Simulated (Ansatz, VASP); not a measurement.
**One calculation of SnO, two programs**

```
Sn O
1.0
     3.35500    0.00000    0.00000
     0.00000    5.67410    0.00000
     0.00000    0.00000    4.22197
Sn O
2 2
Direct
  0.00330 0.19941 0.50423
  0.49374 0.75669 0.00952
  0.98806 0.86270 0.73016
  0.50090 0.09107 0.20922
```

Alike in both runs: task single point; functional LDA; k mesh 4 × 3 × 3; no spin polarisation.

|  | VASP | Ansatz |
| --- | --- | --- |
| version | VASP 6.6.1 | Ansatz 0.2.0 |
| potentials or method | VASP PAW LDA potentials, release 64 (Sn_d, O) | plane waves, PAW |
| plane-wave cutoff (eV) | 520 | 420 |
| occupations | gaussian, width 0.01 eV | fixed |
| valence electrons in the cell | 40 | 40 |

|  | VASP | Ansatz | Ansatz less VASP |
| --- | --- | --- | --- |
| rms of the force components (eV/Å) | 0.266 | 0.259 | -0.0067 |

LDA's correlation is that of Perdew and Zunger in VASP and of Perdew and Wang (1992) in Ansatz. Atom by atom the forces differ by 0.046 eV/Å (rms over components).

The k mesh is coarse, so the values compare programs but aren't converged.
